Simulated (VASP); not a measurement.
# NaH (Fm-3m) in VASP: a series of runs

Aim: see how the results for NaH move with the level of theory and the settings. Levels: PBE, revPBE. Tasks: single point.

Program: VASP 6.6.1. These are calculated values, not measurements. Logs are shortened: lines on timing, memory, paths and dates and some standing lists are left out, and cuts for length are marked.

## Step 1: The cell of the first run

The structure is cubic, space group Fm-3m (No. 225). The conventional cell has a = 4.833 Å, b = 4.833 Å, c = 4.833 Å, α = 90.00°, β = 90.00°, γ = 90.00°. Within 3.2 Å of Na (site symmetry m-3m) lie 6 H at 2.42 Å. H (site symmetry m-3m) has 6 Na at 2.42 Å within 3.2 Å.

## Step 2: Single point, PBE

File INCAR:

```
ALGO = Normal
EDIFF = 1E-7
ENCUT = 520
GGA = PE
ISIF = 2
ISMEAR = 0
LASPH = T
LCHARG = F
LREAL = F
LWAVE = F
NBANDS = 11
NELM = 80
PREC = Accurate
SIGMA = 0.05
```

File KPOINTS:

```
k-points
0
Gamma
  12 12 12
```

File POSCAR:

```
NaH
1.0
    0.0000000000      2.4163655656      2.4163655656
    2.4163655656      0.0000000000      2.4163655656
    2.4163655656      2.4163655656      0.0000000000
Na H
1 1
Direct
    0.0000000000      0.0000000000      0.0000000000
    0.5000000000      0.5000000000      0.5000000000
```

Potentials or basis: VASP PAW PBE potentials, release 64 (Na_pv, H).

The run is started by

```sh
> cat potpaw_PBE.64/Na_pv/POTCAR potpaw_PBE.64/H/POTCAR > POTCAR
> mpirun -np 1 vasp_std > vasp.out
```

OUTCAR:

```text
EDIFF = 1E-7
   ENCUT = 520
   GGA = PE
   ISIF = 2
   ISMEAR = 0
   LASPH = T
   LREAL = F
   NELM = 80
   PREC = Accurate

 ion  position               nearest neighbor table
   1  0.000  0.000  0.000-
   2  0.500  0.500  0.500-

  LATTYP: Found a face centered cubic cell.
 ALAT       =     4.8327311312

  Lattice vectors:

 A1 = (   0.0000000000,   2.4163655656,   2.4163655656)
 A2 = (   2.4163655656,   0.0000000000,   2.4163655656)
 A3 = (   2.4163655656,   2.4163655656,   0.0000000000)

Analysis of symmetry for initial positions (statically):
=====================================================================
 Subroutine PRICEL returns:
 Original cell was already a primitive cell.

 Routine SETGRP: Setting up the symmetry group for a
 face centered cubic supercell.

 Subroutine GETGRP returns: Found 48 space group operations
 (whereof 48 operations were pure point group operations)
 out of a pool of 48 trial point group operations.

The static configuration has the point symmetry O_h .

Analysis of symmetry for dynamics (positions and initial velocities):
=====================================================================
 Subroutine PRICEL returns:
 Original cell was already a primitive cell.

 Routine SETGRP: Setting up the symmetry group for a
 face centered cubic supercell.

 Subroutine GETGRP returns: Found 48 space group operations
 (whereof 48 operations were pure point group operations)
 out of a pool of 48 trial point group operations.

The dynamic configuration has the point symmetry O_h .

 Subroutine INISYM returns: Found 48 space group operations
 (whereof 48 operations are pure point group operations),
 and found     1 'primitive' translations

----------------------------------------------------------------------------------------

                                     Primitive cell

  volume of cell :      28.2175

  direct lattice vectors                    reciprocal lattice vectors
     0.000000000  2.416365566  2.416365566    -0.206922333  0.206922333  0.206922333
     2.416365566  0.000000000  2.416365566     0.206922333 -0.206922333  0.206922333
     2.416365566  2.416365566  0.000000000     0.206922333  0.206922333 -0.206922333

  length of vectors
     3.417256955  3.417256955  3.417256955     0.358399994  0.358399994  0.358399994

  position of ions in fractional coordinates (direct lattice)
     0.000000000  0.000000000  0.000000000
     0.500000000  0.500000000  0.500000000

  ion indices of the primitive-cell ions
   primitive index   ion index
                 1           1
                 2           2

----------------------------------------------------------------------------------------

 KPOINTS: k-points

Automatic generation of k-mesh.
 Grid dimensions read from file:
 generate k-points for:   12   12   12

 Generating k-lattice:

  Cartesian coordinates                     Fractional coordinates (reciprocal lattice)
    -0.017243528  0.017243528  0.017243528     0.083333333  0.000000000  0.000000000
     0.017243528 -0.017243528  0.017243528     0.000000000  0.083333333  0.000000000
     0.017243528  0.017243528 -0.017243528     0.000000000  0.000000000  0.083333333

  Length of vectors
     0.029866666  0.029866666  0.029866666

  Shift w.r.t. Gamma in fractional coordinates (k-lattice)
     0.000000000  0.000000000  0.000000000

 Subroutine IBZKPT returns following result:
 ===========================================

 Found     72 irreducible k-points:

 Following reciprocal coordinates:
            Coordinates               Weight
  0.000000  0.000000  0.000000      1.000000
  0.083333  0.000000  0.000000      8.000000
  0.166667  0.000000  0.000000      8.000000
  0.250000  0.000000  0.000000      8.000000
  0.333333  0.000000  0.000000      8.000000
  0.416667  0.000000  0.000000      8.000000
[... 16 lines left out ...]
  0.500000  0.166667  0.000000     24.000000
 -0.416667  0.166667  0.000000     24.000000
 [... further k-points ...]
   k-points           NKPTS =     72   k-points in BZ     NKDIM =     72   number of bands    NBANDS=     11
   number of dos      NEDOS =    301   number of ions     NIONS =      2
   total plane-waves  NPLWV =  21952
   dimension x,y,z NGX =    28 NGY =   28 NGZ =   28
   dimension x,y,z NGXF=    56 NGYF=   56 NGZF=   56
   ions per type =               1   1
   NGX,Y,Z   is equivalent  to a cutoff of  13.62, 13.62, 13.62 a.u.
   NGXF,Y,Z  is equivalent  to a cutoff of  27.24, 27.24, 27.24 a.u.
 SYSTEM =  unknown system
   PREC   = accura    normal or accurate (medium, high low for compatibility)
   ISTART =      0    job   : 0-new  1-cont  2-samecut
   ICHARG =      2    charge: 1-file 2-atom 10-const
   ISPIN  =      1    spin polarized calculation?
   LNONCOLLINEAR =      F non collinear calculations
   LSORBIT =      F    spin-orbit coupling
   LASPH  =      T    aspherical Exc in radial PAW
   ENCUT  =  520.0 eV  38.22 Ry    6.18 a.u.   6.35  6.35  6.35*2*pi/ulx,y,z
   NELM   =     80;   NELMIN=  2; NELMDL= -5     # of ELM steps
   EDIFF  = 0.1E-06   stopping-criterion for ELM
   LREAL  =      F    real-space projection
   EDIFFG = 0.1E-05   stopping-criterion for IOM
   NSW    =      0    number of steps for IOM
   IBRION =     -1    ionic relax: 0-MD 1-quasi-New 2-CG
   NFREE  =      0    steps in history (QN), initial steepest desc. (CG)
   ISIF   =      2    stress and relaxation
   ISYM   =      2    0-nonsym 1-usesym 2-fastsym
   POTIM  = 0.5000    time-step for ionic-motion
   TEBEG  =    0.0;   TEEND  =   0.0 temperature during run
   PSTRESS=    0.0 pullay stress
   NELECT =       8.0000    total number of electrons
   NUPDOWN=      -1.0000    fix difference up-down
   EMIN   =  10.00;   EMAX   =-10.00  energy-range for DOS
   EFERMI =   0.00;   METHOD = LEGACY
   ISMEAR =     0;   SIGMA  =   0.05  broadening in eV -4-tet -1-fermi 0-gaus
   EFERMI_NEDOS =   21; number of points for ismear=-14 and -15
   IALGO  =     38    algorithm
   IMIX   =      4    mixing-type and parameters
     AMIX     =   0.40;   BMIX     =  1.00
     AMIX_MAG =   1.60;   BMIX_MAG =  1.00
  volume/ion in A,a.u.               =      14.11        95.21
  Fermi-wavevector in a.u.,A,eV,Ry     =   1.075471  2.032346 15.737025  1.156639
  Thomas-Fermi vector in A             =   2.211329
   LORBIT       =      0    0 simple, 1 ext, 2 COOP (PROOUT), +10 PAW based schemes
   GGA     = PE    functional components
   LHFCALC =     F    Hartree Fock is set to
   AEXX    =    0.0000 exact exchange contribution
   IVDW    =     0    specifies the selected vdW correction
   LEPSILON=     F    determine dielectric tensor
   LRPA    =     F    only Hartree local field effects (RPA)
 non-spin polarized calculation
 Gauss-broadening in eV      SIGMA  =   0.05
  energy-cutoff  :      520.00
  volume of cell :       28.22
 maximum number of plane-waves:       769
 NGX is ok and might be reduce to    28
   NGX = 13   NGY = 13   NGZ = 13

 number of electron       7.9999999 magnetization

 Free energy of the ion-electron system (eV)
  ---------------------------------------------------
  ext. energy  EPLUGINS =         0.00000000
  ---------------------------------------------------
  free energy    TOTEN  =        -5.08761921 eV

  energy without entropy =       -5.08761921  energy(sigma->0) =       -5.08761921

 E-fermi :  -0.8097     XC(G=0):  -7.7695

 val. band max:       -1.1140371931   @ k =  -0.2500   0.5000   0.2500
 cond. band min:       2.6460520346   @ k =   0.5000   0.0000   0.0000
 fundamental gap:      3.7600892277
 Fermi energy:        -0.8097163985

 k-point     1 :       0.0000    0.0000    0.0000
  band No.  band energies     occupation
      1     -23.2166      2.00000
      2     -23.2166      2.00000
      3     -23.2166      2.00000
      4      -4.7313      2.00000
      5       9.3030      0.00000
      6      14.4872      0.00000
      7      14.4872      0.00000
      8      14.4872      0.00000
      9      15.3448      0.00000
     10      15.3448      0.00000
     11      15.3448      0.00000

 k-point     2 :       0.0833    0.0000    0.0000
  band No.  band energies     occupation
      1     -23.2229      2.00000
      2     -23.2173      2.00000
      3     -23.2173      2.00000
      4      -4.6112      2.00000
      5       8.9145      0.00000
      6      12.7203      0.00000
      7      13.9966      0.00000
      8      13.9966      0.00000
      9      15.9408      0.00000
     10      15.9408      0.00000
     11      16.1127      0.00000

 k-point     3 :       0.1667    0.0000    0.0000
  band No.  band energies     occupation
      1     -23.2403      2.00000
      2     -23.2194      2.00000
      3     -23.2194      2.00000
      4      -4.2590      2.00000
      5       7.7507      0.00000
      6      11.2284      0.00000
      7      13.3777      0.00000
      8      13.3777      0.00000
      9      16.5834      0.00000
     10      16.5834      0.00000
     11      16.9001      0.00000

 k-point     4 :       0.2500    0.0000    0.0000
  band No.  band energies     occupation
      1     -23.2637      2.00000
      2     -23.2222      2.00000
      3     -23.2222      2.00000
      4      -3.7008      2.00000
      5       6.1097      0.00000
      6      10.4101      0.00000
      7      12.8874      0.00000
      8      12.8874      0.00000
      9      16.3182      0.00000
     10      16.3182      0.00000
     11      17.6804      0.00000

 k-point     5 :       0.3333    0.0000    0.0000
  band No.  band energies     occupation
      1     -23.2870      2.00000
      2     -23.2250      2.00000
      3     -23.2250      2.00000
      4      -2.9980      2.00000
      5       4.4727      0.00000
      6       9.9661      0.00000
      7      12.5413      0.00000
      8      12.5414      0.00000
      9      15.7709      0.00000
     10      15.7709      0.00000
     11      17.9671      0.00000
[... 211 lines left out ...]
 k-point    21 :       0.3333    0.1667    0.0000
  band No.  band energies     occupation
      1     -23.2730      2.00000
      2     -23.2314      2.00000
      3     -23.2313      2.00000
      4      -3.1200      2.00000
      5       5.5681      0.00000
      6       8.8171      0.00000
      7      11.0853      0.00000
      8      12.9150      0.00000
      9      14.7336      0.00000
     10      17.4456      0.00000
     11      18.8042      0.00000

 k-point    22 :       0.4167    0.1667    0.0000
  band No.  band energies     occupation
      1     -23.2896      2.00000
      2     -23.2363      2.00000
      3     -23.2330      2.00000
      4      -2.4440      2.00000
      5       4.2673      0.00000
      6       8.0762      0.00000
      7      10.9984      0.00000
      8      12.5544      0.00000
      9      15.4363      0.00000
     10      17.9969      0.00000
     11      18.0033      0.00000

 k-point    23 :       0.5000    0.1667    0.0000
  band No.  band energies     occupation
      1     -23.2995      2.00000
      2     -23.2410      2.00000
      3     -23.2330      2.00000
      4      -1.8770      2.00000
      5       3.3233      0.00000
      6       7.6181      0.00000
      7      11.1186      0.00000
      8      12.3257      0.00000
      9      15.7009      0.00000
     10      17.3712      0.00000
     11      19.4361      0.00000

 k-point    24 :      -0.4167    0.1667    0.0000
  band No.  band energies     occupation
      1     -23.3004      2.00000
      2     -23.2440      2.00000
      3     -23.2311      2.00000
      4      -1.7746      2.00000
      5       3.1783      0.00000
      6       7.3723      0.00000
      7      11.4494      0.00000
      8      12.3332      0.00000
      9      15.8427      0.00000
     10      16.9242      0.00000
     11      20.5534      0.00000

 [... further k-points ...]
[... 5 lines left out ...]
  --------------------------------------------------------------------------------------
  -------------------------------------------------------------------------------------
  Total       -0.0075093     -0.0075093     -0.0075093      0.0000000      0.0000000      0.0000000
  in kB       -0.4263754     -0.4263754     -0.4263754      0.0000000      0.0000000      0.0000000
  external PRESSURE =      -0.4263754 kB  Pullay stress =       0.0000000 kB

 VOLUME and BASIS-vectors are now :
 -----------------------------------------------------------------------------
  energy-cutoff  :      520.00
  volume of cell :       28.22
      direct lattice vectors                 reciprocal lattice vectors
     0.000000000  2.416365566  2.416365566    -0.206922333  0.206922333  0.206922333
     2.416365566  0.000000000  2.416365566     0.206922333 -0.206922333  0.206922333
     2.416365566  2.416365566  0.000000000     0.206922333  0.206922333 -0.206922333

 POSITION                                       TOTAL-FORCE (eV/Angst)
 -----------------------------------------------------------------------------------
      0.00000      0.00000      0.00000         0.000000      0.000000      0.000000
      2.41637      2.41637      2.41637        -0.000000     -0.000000     -0.000000
 -----------------------------------------------------------------------------------
    total drift:                               -0.000000      0.000000      0.000000

  FREE ENERGIE OF THE ION-ELECTRON SYSTEM (eV)
  ---------------------------------------------------
  free  energy   TOTEN  =        -5.0876192070 eV

  energy  without entropy=       -5.0876192070  energy(sigma->0) =       -5.08761921
```

Run time: 27 s. Hardware: 1 thread of AMD EPYC 7R13 (Zen 3), shared host; peak memory 0.13 GiB.

What came out:

```yaml
Free_energy: -5.0876 eV
Pressure: 0.0 GPa
Band_gap_on_the_k_mesh: 3.76 eV, indirect (least direct gap 4.62 eV)
```

Levels at points of the mesh, in eV from the valence-band top:
```tsv
k point	band 1	band 2	band 3	band 4	band 5	band 6	band 7	band 8
(0.00, 0.00, 0.00)	-22.10	-22.10	-22.10	-3.62	10.42	15.60	15.60	15.60
(0.50, 0.00, 0.00)	-22.20	-22.11	-22.11	-0.86	3.76	10.78	13.38	13.38
(0.50, 0.50, 0.00)	-22.19	-22.13	-22.13	-0.18	4.64	10.03	10.67	10.67
```

A k mesh can miss the band edges.

## Step 3: Single point, revPBE

File INCAR:

```
SYSTEM = NaH
PREC     = Accurate       ! precision mode
ENCUT    = 520            ! plane-wave cutoff, eV
EDIFF    = 1E-6           ! SCF threshold, eV
ISMEAR   = 0              ! smearing method
SIGMA    = 0.05           ! smearing width, eV
LREAL    = .FALSE.        ! projectors in reciprocal space
LASPH    = .TRUE.         ! aspherical terms in the spheres
NELM     = 80             ! most SCF steps
ALGO     = Normal         ! electronic algorithm
ISIF     = 2              ! what is computed and relaxed
LWAVE    = .FALSE.        ! write WAVECAR
LCHARG   = .FALSE.        ! write CHGCAR
GGA      = RE             ! functional
NBANDS   = 11             ! bands
```

File KPOINTS:

```
Automatic mesh
0
G
  12 12 12
  0 0 0
```

POSCAR is that of step 2.

Potentials or basis: VASP PAW PBE potentials, release 64 (Na_pv, H).

The run is started by

```sh
> cat potpaw_PBE.64/Na_pv/POTCAR potpaw_PBE.64/H/POTCAR > POTCAR
> mpirun -np 1 vasp_std > vasp.out
```

Wall time 24 s (1 thread of AMD EPYC 7R13 (Zen 3), shared host); peak memory 0.13 GiB.

It converged, with:

* Free energy: -4.9809 eV
* Pressure: 1.2 GPa
* Band gap on the k mesh: 3.94 eV, indirect (least direct gap 4.77 eV)

Levels at points of the mesh, in eV from the valence-band top:
```tsv
k point	band 2	band 3	band 4	band 5	band 6	band 7
(0.00, 0.00, 0.00)	-22.10	-22.10	-3.53	10.50	15.81	15.81
(0.50, 0.00, 0.00)	-22.11	-22.11	-0.83	3.94	10.91	13.51
(0.50, 0.50, 0.00)	-22.13	-22.13	-0.17	4.79	10.21	10.83
```

Caveat: the PAW data sets were made with another functional, which shifts forces and pressure a little. A k mesh can miss the band edges.
